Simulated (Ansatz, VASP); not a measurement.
WC in VASP and in Ansatz

File INCAR:

```
  PREC = Accurate
  ENCUT = 600
  EDIFF = 1E-7
  ISMEAR = 1
  SIGMA = 0.2
  LREAL = False
  LASPH = True
  NELM = 100
  ALGO = Normal
  ISIF = 3
  LWAVE = False
  LCHARG = False
  GGA = B5
  ALDAX = 1.0
  AGGAX = 1.0
  AGGAC = 1.0
  ALDAC = 0.0
  IVDW = 12
  VDW_S6 = 1.0
  VDW_S8 = 2.6996
  VDW_A1 = 0.4298
  VDW_A2 = 4.2359
  IBRION = 2
  NSW = 80
  EDIFFG = -0.1
```

Contents of KPOINTS:

```
Automatic mesh
0
Gamma
  11 11 11
```

The input POSCAR:

```
WC
1.0
    0.0000000000      2.1926840000      2.1926840000
    2.1926840000      0.0000000000      2.1926840000
    2.1926840000      2.1926840000      0.0000000000
W C
1 1
Direct
    0.0000000000      0.0000000000      0.0000000000
    0.5000000000      0.5000000000      0.5000000000
```

Input for Ansatz:

```yaml
crystal:
  lattice:
    - [0.0, 2.192684, 2.192684]
    - [2.192684, 0.0, 2.192684]
    - [2.192684, 2.192684, 0.0]
  atoms:
    - { symbol: W, position: [0.0, 0.0, 0.0] }
    - { symbol: C, position: [0.5, 0.5, 0.5] }
basis:
  ecutwfc: 420.0
  ecutrho_ratio: 4
kpoints:
  mp_grid:
    grid: [11, 11, 11]
    shift: [0.0, 0.0, 0.0]
hamiltonian:
  xc: blyp
  dispersion: d3bj
scf:
  occupations:
    method: cold
    width: 0.2
relax:
  f_tol: 0.1
  cell: {}
```

Alike in both runs: task relaxation of cell and atoms; functional BLYP; dispersion D3(BJ); k mesh 11 × 11 × 11; no spin polarisation.

|  | VASP | Ansatz |
| --- | --- | --- |
| version | VASP 6.6.1 | Ansatz 0.2.0 |
| potentials or method | VASP PAW PBE potentials, release 64 (W_sv, C), cutoff 600 eV | plane waves, PAW |
| occupations | methfessel-paxton of order 1, width 0.2 eV | cold, width 0.2 eV |
| valence electrons in the cell | 18 | 18 |

Ansatz gave:

* relaxed volume (Å³/atom): 10.39
* relaxed cell length with the largest relative difference (Å): 3.086

Q: What did VASP give for the same quantities?

A: Relaxed volume (Å³/atom): 10.46; relaxed cell length with the largest relative difference (Å): 3.092.

VASP's potentials were made for PBE, not for BLYP.

Spin-orbit coupling is off throughout. Noted on VASP's run: too few bands were computed for a metal, which touches its energy and stress.
